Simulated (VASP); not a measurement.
# MgB15N15 (a cell with a defect) (Mg_B-V_N) in VASP: a series of runs

MgB15N15 (a cell with a defect) (Mg_B-V_N) is run at these levels: PBE; tasks: single point.

All numbers are computed with VASP 6.6.1; they aren't measurements. Logs are shortened: lines on timing, memory, paths and dates and some standing lists are left out, and cuts for length are marked.

## 1. The cell of the first run

The cell holds a defect, 31 atoms: a = 6.277 Å, b = 6.277 Å, c = 6.277 Å, α = 109.47°, β = 109.47°, γ = 109.47°.

## 2. Single point, PBE

Contents of INCAR:

```
SYSTEM = MgB15N15
  PREC = Accurate
  ENCUT = 520
  EDIFF = 1E-7
  ISMEAR = 0
  SIGMA = 0.01
  LREAL = Auto
  LASPH = .TRUE.
  NELM = 60
  ALGO = Normal
  ISIF = 2
  LWAVE = .FALSE.
  LCHARG = .FALSE.
  GGA = PE
  NBANDS = 82
```

Contents of KPOINTS:

```
Automatic mesh
0
Gamma
  1 1 1
  0.25 0.25 0.25
```

Contents of POSCAR:

```
MgB15N15
1.0
   -3.6241103800      3.6241103800     -3.6241103800
    3.6241103800      3.6241103800      3.6241103800
    3.6241103800     -3.6241103800     -3.6241103800
B Mg N
15 1 15
Direct
   -0.0054315652     -0.0051565760     -0.0216696841
    0.0082216797      0.2542055194      0.7573481480
    0.0082209004      0.5075250713      0.5040240317
   -0.0054330746      0.7285036811      0.2446580816
    0.2539297786      0.0085002721      0.7573459937
    0.2539257709      0.5075267638      0.2583136714
    0.2497869760      0.7516036383      0.0014200960
    0.5072439755      0.0084978320      0.5040217473
    0.5072467768      0.2542067386      0.2583146898
    0.4979436993      0.4982244044      0.0021748727
    0.4979458723      0.7523534517      0.7480390618
    0.7282258173     -0.0051534869      0.2446625832
    0.7513264419      0.2500693409      0.0014213965
    0.7520737666      0.4982195312      0.7480349219
    0.7513272511      0.7516061351      0.4998838857
    0.1832467260      0.1835135079      0.4333582305
   -0.0003886273      0.2505168556      0.0068923423
    0.0076586617      0.5054241829      0.7552389631
   -0.0003842175      0.7570783321      0.5003343938
    0.2502380997     -0.0001116258      0.0068875506
    0.2524919628      0.2527730387      0.7800121823
    0.2524885524      0.5301870847      0.5025821622
    0.2502399219      0.7570735263      0.2497064385
    0.5051498604      0.0079367753      0.7552431011
    0.5299080642      0.2527710803      0.5025812468
    0.5051462106      0.5054267557      0.2577549268
    0.5007941721      0.7510277839      0.0008430246
    0.7567986783     -0.0001097526      0.5003325959
    0.7567995857      0.2505195718      0.2497066613
    0.7507480301      0.5010693516      0.0008435732
    0.7507480111      0.7510265596      0.7508853496
```

Potentials or basis: VASP PAW PBE potentials, release 64 (B, Mg, N).

Run with:

```
cat potpaw_PBE.64/B/POTCAR potpaw_PBE.64/Mg/POTCAR potpaw_PBE.64/N/POTCAR > POTCAR
mpirun -np 1 vasp_std > vasp.out
```

OUTCAR:

```text
SYSTEM = MgB15N15
   PREC = Accurate
   ENCUT = 520
   EDIFF = 1E-7
   ISMEAR = 0
   LREAL = Auto
   LASPH = .TRUE.
   NELM = 60
   ISIF = 2
   GGA = PE

 ion  position               nearest neighbor table
   1  0.995  0.995  0.978-  31 1.50  20 1.54  17 1.54  16 2.35
   2  0.008  0.254  0.757-  21 1.50  18 1.58  17 1.59  28 1.60  16 2.60
   3  0.008  0.508  0.504-  22 1.50  18 1.58  19 1.59  29 1.60  16 2.60
   4  0.995  0.729  0.245-  30 1.50  23 1.54  19 1.54  16 2.35
   5  0.254  0.009  0.757-  21 1.50  24 1.58  20 1.59  19 1.60  16 2.60
   6  0.254  0.508  0.258-  22 1.50  26 1.58  23 1.59  17 1.60  16 2.60
   7  0.250  0.752  0.001-  18 1.54  20 1.55  23 1.55  27 1.58
   8  0.507  0.008  0.504-  25 1.50  24 1.58  28 1.59  23 1.60  16 2.60
   9  0.507  0.254  0.258-  25 1.50  26 1.58  29 1.59  20 1.60  16 2.60
  10  0.498  0.498  0.002-  21 1.50  26 1.57  27 1.58  30 1.58
  11  0.498  0.752  0.748-  22 1.50  24 1.57  31 1.58  27 1.58
  12  0.728  0.995  0.245-  27 1.50  28 1.54  29 1.54  16 2.35
  13  0.751  0.250  0.001-  24 1.54  29 1.55  17 1.55  30 1.58
  14  0.752  0.498  0.748-  25 1.50  18 1.57  31 1.58  30 1.58
  15  0.751  0.752  0.500-  26 1.54  28 1.55  19 1.55  31 1.58
  16  0.183  0.184  0.433-  21 1.93  25 1.93  22 1.93   4 2.35  12 2.35   1 2.35   5 2.60   8 2.60
                             2 2.60   3 2.60   9 2.60   6 2.60
  17  1.000  0.251  0.007-   1 1.54  13 1.55   2 1.59   6 1.60
  18  0.008  0.505  0.755-   7 1.54  14 1.57   3 1.58   2 1.58
  19  1.000  0.757  0.500-   4 1.54  15 1.55   3 1.59   5 1.60
  20  0.250  1.000  0.007-   1 1.54   7 1.55   5 1.59   9 1.60
  21  0.252  0.253  0.780-   2 1.50   5 1.50  10 1.50  16 1.93
  22  0.252  0.530  0.503-   6 1.50   3 1.50  11 1.50  16 1.93
  23  0.250  0.757  0.250-   4 1.54   7 1.55   6 1.59   8 1.60
  24  0.505  0.008  0.755-  13 1.54  11 1.57   8 1.58   5 1.58
  25  0.530  0.253  0.503-   9 1.50   8 1.50  14 1.50  16 1.93
  26  0.505  0.505  0.258-  15 1.54  10 1.57   6 1.58   9 1.58
  27  0.501  0.751  0.001-  12 1.50   7 1.58  11 1.58  10 1.58
  28  0.757  1.000  0.500-  12 1.54  15 1.55   8 1.59   2 1.60
  29  0.757  0.251  0.250-  12 1.54  13 1.55   9 1.59   3 1.60
  30  0.751  0.501  0.001-   4 1.50  13 1.58  10 1.58  14 1.58
  31  0.751  0.751  0.751-   1 1.50  15 1.58  11 1.58  14 1.58

  LATTYP: Found a body centered cubic cell.
 ALAT       =     7.2482207600

  Lattice vectors:

 A1 = (  -3.6241103800,   3.6241103800,  -3.6241103800)
 A2 = (   3.6241103800,   3.6241103800,   3.6241103800)
 A3 = (   3.6241103800,  -3.6241103800,  -3.6241103800)

Analysis of symmetry for initial positions (statically):
=====================================================================
 Subroutine PRICEL returns:
 Original cell was already a primitive cell.

 Routine SETGRP: Setting up the symmetry group for a
 body centered cubic supercell.

 Subroutine GETGRP returns: Found  1 space group operations
 (whereof  1 operations were pure point group operations)
 out of a pool of 48 trial point group operations.

The static configuration has the point symmetry C_1 .

Analysis of symmetry for dynamics (positions and initial velocities):
=====================================================================
 Subroutine PRICEL returns:
 Original cell was already a primitive cell.

 Routine SETGRP: Setting up the symmetry group for a
 body centered cubic supercell.

 Subroutine GETGRP returns: Found  1 space group operations
 (whereof  1 operations were pure point group operations)
 out of a pool of 48 trial point group operations.

The dynamic configuration has the point symmetry C_1 .

 Subroutine INISYM returns: Found  1 space group operations
 (whereof  1 operations are pure point group operations),
 and found     1 'primitive' translations

----------------------------------------------------------------------------------------

                                     Primitive cell

  volume of cell :     190.3988

  direct lattice vectors                    reciprocal lattice vectors
    -3.624110380  3.624110380 -3.624110380     0.000000000  0.137964893 -0.137964893
     3.624110380  3.624110380  3.624110380     0.137964893  0.137964893  0.000000000
     3.624110380 -3.624110380 -3.624110380     0.137964893  0.000000000 -0.137964893

  length of vectors
     6.277143310  6.277143310  6.277143310     0.195111823  0.195111823  0.195111823

  position of ions in fractional coordinates (direct lattice)
     0.994568435  0.994843424  0.978330316
     0.008221680  0.254205519  0.757348148
     0.008220900  0.507525071  0.504024032
     0.994566925  0.728503681  0.244658082
     0.253929779  0.008500272  0.757345994
     0.253925771  0.507526764  0.258313671
[... 23 lines left out ...]
     0.750748030  0.501069352  0.000843573
     0.750748011  0.751026560  0.750885350

  ion indices of the primitive-cell ions
   primitive index   ion index
                 1           1
                 2           2
                 3           3
                 4           4
                 5           5
                 6           6
[... 23 lines left out ...]
                30          30
                31          31

----------------------------------------------------------------------------------------

 KPOINTS: Automatic mesh

Automatic generation of k-mesh.
 Grid dimensions read from file:
 generate k-points for:    1    1    1

 Generating k-lattice:

  Cartesian coordinates                     Fractional coordinates (reciprocal lattice)
     0.000000000  0.137964893 -0.137964893     1.000000000  0.000000000  0.000000000
     0.137964893  0.137964893  0.000000000     0.000000000  1.000000000  0.000000000
     0.137964893  0.000000000 -0.137964893     0.000000000  0.000000000  1.000000000

  Length of vectors
     0.195111823  0.195111823  0.195111823

  Shift w.r.t. Gamma in fractional coordinates (k-lattice)
     0.250000000  0.250000000  0.250000000

 Subroutine IBZKPT returns following result:
 ===========================================

 Found      1 irreducible k-points:

 Following reciprocal coordinates:
            Coordinates               Weight
  0.250000  0.250000  0.250000      2.000000
   k-points           NKPTS =      1   k-points in BZ     NKDIM =      1   number of bands    NBANDS=     82
   number of dos      NEDOS =    301   number of ions     NIONS =     31
   total plane-waves  NPLWV = 110592
   dimension x,y,z NGX =    48 NGY =   48 NGZ =   48
   dimension x,y,z NGXF=    96 NGYF=   96 NGZF=   96
   ions per type =              15   1  15
   NGX,Y,Z   is equivalent  to a cutoff of  12.71, 12.71, 12.71 a.u.
   NGXF,Y,Z  is equivalent  to a cutoff of  25.42, 25.42, 25.42 a.u.
 SYSTEM =  MgB15N15
   PREC   = accura    normal or accurate (medium, high low for compatibility)
   ISTART =      0    job   : 0-new  1-cont  2-samecut
   ICHARG =      2    charge: 1-file 2-atom 10-const
   ISPIN  =      1    spin polarized calculation?
   LNONCOLLINEAR =      F non collinear calculations
   LSORBIT =      F    spin-orbit coupling
   LASPH  =      T    aspherical Exc in radial PAW
   ENCUT  =  520.0 eV  38.22 Ry    6.18 a.u.  11.67 11.67 11.67*2*pi/ulx,y,z
   NELM   =     60;   NELMIN=  2; NELMDL= -5     # of ELM steps
   EDIFF  = 0.1E-06   stopping-criterion for ELM
   LREAL  =      T    real-space projection
   EDIFFG = 0.1E-05   stopping-criterion for IOM
   NSW    =      0    number of steps for IOM
   IBRION =     -1    ionic relax: 0-MD 1-quasi-New 2-CG
   NFREE  =      0    steps in history (QN), initial steepest desc. (CG)
   ISIF   =      2    stress and relaxation
   ISYM   =      2    0-nonsym 1-usesym 2-fastsym
   POTIM  = 0.5000    time-step for ionic-motion
   TEBEG  =    0.0;   TEEND  =   0.0 temperature during run
   PSTRESS=    0.0 pullay stress
   NELECT =     122.0000    total number of electrons
   NUPDOWN=      -1.0000    fix difference up-down
   EMIN   =  10.00;   EMAX   =-10.00  energy-range for DOS
   EFERMI =   0.00;   METHOD = LEGACY
   ISMEAR =     0;   SIGMA  =   0.01  broadening in eV -4-tet -1-fermi 0-gaus
   EFERMI_NEDOS =   21; number of points for ismear=-14 and -15
   IALGO  =     38    algorithm
   IMIX   =      4    mixing-type and parameters
     AMIX     =   0.40;   BMIX     =  1.00
     AMIX_MAG =   1.60;   BMIX_MAG =  1.00
  volume/ion in A,a.u.               =       6.14        41.45
  Fermi-wavevector in a.u.,A,eV,Ry     =   1.411367  2.667097 27.102226  1.991957
  Thomas-Fermi vector in A             =   2.533226
   LORBIT       =      0    0 simple, 1 ext, 2 COOP (PROOUT), +10 PAW based schemes
   GGA     = PE    functional components
   LHFCALC =     F    Hartree Fock is set to
   AEXX    =    0.0000 exact exchange contribution
   IVDW    =     0    specifies the selected vdW correction
   LEPSILON=     F    determine dielectric tensor
   LRPA    =     F    only Hartree local field effects (RPA)
 non-spin polarized calculation
 Gauss-broadening in eV      SIGMA  =   0.01
  energy-cutoff  :      520.00
  volume of cell :      190.40
 maximum number of plane-waves:      5072
 NGX is ok and might be reduce to    48
   NGX = 23   NGY = 23   NGZ = 23

 number of electron     122.0000011 magnetization

 Free energy of the ion-electron system (eV)
  ---------------------------------------------------
  ext. energy  EPLUGINS =         0.00000000
  ---------------------------------------------------
  free energy    TOTEN  =      -257.74333164 eV

  energy without entropy =     -257.74333164  energy(sigma->0) =     -257.74333164

 E-fermi :   7.1413     XC(G=0): -12.6393

 val. band max:        7.0799914585   @ k =   0.2500   0.2500   0.2500
 cond. band min:      11.1257858770   @ k =   0.2500   0.2500   0.2500
 fundamental gap:      4.0457944185
 Fermi energy:         7.1413255299

 k-point     1 :       0.2500    0.2500    0.2500
  band No.  band energies     occupation
      1     -11.7203      2.00000
      2     -11.7203      2.00000
      3     -11.5626      2.00000
      4     -10.8558      2.00000
      5      -8.7133      2.00000
      6      -8.7132      2.00000
[... 65 lines left out ...]
     72      15.2476      0.00000
     73      15.4351      0.00000
 [bands above 73 left out]

------------------------ aborting loop because EDIFF is reached ----------------------------------------

  FORCE on cell =-STRESS in cart. coord.  units (eV):
  Direction    XX          YY          ZZ          XY          YZ          ZX
  --------------------------------------------------------------------------------------
  -------------------------------------------------------------------------------------
  Total       13.9220022     13.9192065     13.9220638     -0.9162253      0.9149153      0.9144496
  in kB      117.1515504    117.1280249    117.1520682     -7.7098976      7.6988746      7.6949553
  external PRESSURE =     117.1438812 kB  Pullay stress =       0.0000000 kB

 VOLUME and BASIS-vectors are now :
 -----------------------------------------------------------------------------
  energy-cutoff  :      520.00
  volume of cell :      190.40
      direct lattice vectors                 reciprocal lattice vectors
    -3.624110380  3.624110380 -3.624110380     0.000000000  0.137964893 -0.137964893
     3.624110380  3.624110380  3.624110380     0.137964893  0.137964893  0.000000000
     3.624110380 -3.624110380 -3.624110380     0.137964893  0.000000000 -0.137964893

 POSITION                                       TOTAL-FORCE (eV/Angst)
 -----------------------------------------------------------------------------------
      3.54657      3.66427     -3.54458         0.007992     -0.003507     -0.007844
      3.63619     -1.79365     -1.85324         0.002176     -0.005257      0.013655
      3.63617      0.04248     -0.01711         0.002045     -0.012831      0.005774
     -0.07757      5.35793     -1.85091         0.008321      0.008245      0.003695
      1.85524     -1.79363     -3.63417        -0.013820     -0.005400     -0.003029
      1.85524      1.82343     -0.01708        -0.013701      0.002085      0.004895
[... 23 lines left out ...]
     -0.90181      4.53367     -0.90792        -0.002170     -0.001798      0.011809
      2.72230      2.72131     -2.72028        -0.001910     -0.011272      0.001531
 -----------------------------------------------------------------------------------
    total drift:                                0.003037      0.003056     -0.003730

  FREE ENERGIE OF THE ION-ELECTRON SYSTEM (eV)
  ---------------------------------------------------
  free  energy   TOTEN  =      -257.7433316385 eV

  energy  without entropy=     -257.7433316385  energy(sigma->0) =     -257.74333164
```

Run time: 36 s. Hardware: 1 thread of Intel Xeon Platinum 8488C (Sapphire Rapids), shared host; peak memory 0.32 GiB.

Results:

| Quantity | Value |
| --- | --- |
| Free energy | -257.7433 eV |
| Pressure | 11.7 GPa |
| Largest force | 0.015 eV/Å |
| Band gap on the k mesh | 4.05 eV |

Forces in eV/Å, atoms in the order of the input:
```
B    0.008 -0.004 -0.008
B    0.002 -0.005  0.014
B    0.002 -0.013  0.006
B    0.008  0.008  0.004
B   -0.014 -0.005 -0.003
B   -0.014  0.002  0.005
B   -0.005  0.004 -0.004
B   -0.006 -0.013 -0.003
B   -0.005  0.002  0.014
B    0.002  0.014 -0.003
B    0.002  0.002 -0.014
B   -0.004  0.009 -0.008
B    0.004  0.004  0.005
B    0.014  0.003 -0.002
B    0.004 -0.005 -0.004
Mg  -0.008 -0.007  0.010
N    0.004  0.006 -0.003
N   -0.003 -0.004  0.004
N    0.004  0.003 -0.005
N    0.004  0.006 -0.005
N    0.006 -0.005 -0.007
N    0.006  0.006  0.004
N    0.003  0.004 -0.005
N   -0.004 -0.004  0.005
N   -0.005  0.005 -0.007
N   -0.004 -0.004  0.004
N   -0.011 -0.002  0.002
N    0.006  0.003 -0.004
N    0.006  0.004 -0.003
N   -0.002 -0.002  0.012
N   -0.002 -0.011  0.002
```

Levels at points of the mesh, in eV from the valence-band top:
| k point | band 57 | band 58 | band 59 | band 60 | band 61 | band 62 | band 63 | band 64 | band 65 | band 66 |
| --- | --- | --- | --- | --- | --- | --- | --- | --- | --- | --- |
| (0.25, 0.25, 0.25) | -1.29 | -1.24 | -0.20 | 0.00 | 0.00 | 4.05 | 4.05 | 7.13 | 7.29 | 7.41 |

Caveat: the k points lie up to 1.23 Å⁻¹ apart.

(Part 1 of 2 ends here.)
